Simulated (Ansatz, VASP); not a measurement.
Two plane-wave programs on PtSe2

INCAR

```
SYSTEM = PtSe2
ALGO = Normal
EDIFF = 1E-6
ENCUT = 520
GGA = PE
GGA_COMPAT = .FALSE.
ISIF = 2
ISMEAR = -1
LASPH = .TRUE.
LCHARG = .FALSE.
LMAXMIX = 4
LORBIT = 11
LORBMOM = .TRUE.
LREAL = .FALSE.
LSORBIT = .TRUE.
LWAVE = .FALSE.
MAGMOM = 0 0 0 0 0 0 0 0 0
NBANDS = 35
NELM = 150
PREC = Accurate
SIGMA = 0.05
```

KPOINTS

```
k-points
0
G
  8 8 5
  0 0 0
```

The input POSCAR:

```
PtSe2
1.0
    3.7486629704      0.0000000000      0.0000000000
   -1.8743314852      3.2464373626      0.0000000000
    0.0000000000      0.0000000000      5.0955241558
Pt Se
1 2
Direct
    0.0000000000      0.0000000000      0.0000000000
    0.6666666667      0.3333333333      0.7500000000
    0.3333333333      0.6666666667      0.2500000000
```

input.yaml

```yaml
crystal:
  lattice:
    - [3.7486629704, 0.0, 0.0]
    - [-1.8743314852, 3.2464373626, 0.0]
    - [0.0, 0.0, 5.0955241558]
  atoms:
    - { symbol: Pt, position: [0.0, 0.0, 0.0] }
    - { symbol: Se, position: [0.6666666667, 0.3333333333, 0.75] }
    - { symbol: Se, position: [0.3333333333, 0.6666666667, 0.25] }
hamiltonian:
  xc: pbe
  pseudopotentials: { kind: paw_fr }
magnetization:
  noncollinear: true
  spin_orbit: true
kpoints:
  mp_grid: { grid: [8, 8, 5] }
scf:
  occupations: { method: fermi_dirac, width: 0.05 }
output:
  forces: true
  stress: true
  eigenvalues: true
```

Alike in both runs: task single point; functional PBE; k mesh 8 × 8 × 5; occupations fermi-dirac, width 0.05 eV; non-collinear spin, spin-orbit coupling.

|  | VASP | Ansatz |
| --- | --- | --- |
| version | VASP 6.6.1 | Ansatz 0.2.0 |
| potentials or method | VASP PAW PBE potentials, release 64 (Pt, Se) | Ansatz PAW |
| plane-wave cutoff (eV) | 520 | 420 |
| valence electrons in the cell | 22 | 50 |

Ansatz gave:

* pressure (GPa): 4.6
* traceless stress, the component that is largest in VASP (GPa): -0.46
* rms of the force components (eV/Å): 0.168
* net moment per atom (μB): 0.00

**Question.** What did VASP give for the same quantities?

**Answer.** Pressure (GPa): 4.7; traceless stress, the component that is largest in VASP (GPa): -0.51; rms of the force components (eV/Å): 0.179; net moment per atom (μB): 0.00.

Atom by atom the forces differ by 0.011 eV/Å (rms over components). With one functional, cell and mesh, what is left measures potentials, basis and numerics. VASP's potentials hold 22 valence electrons a cell and Ansatz's 50, so a difference there can come from the potentials and not from the codes.
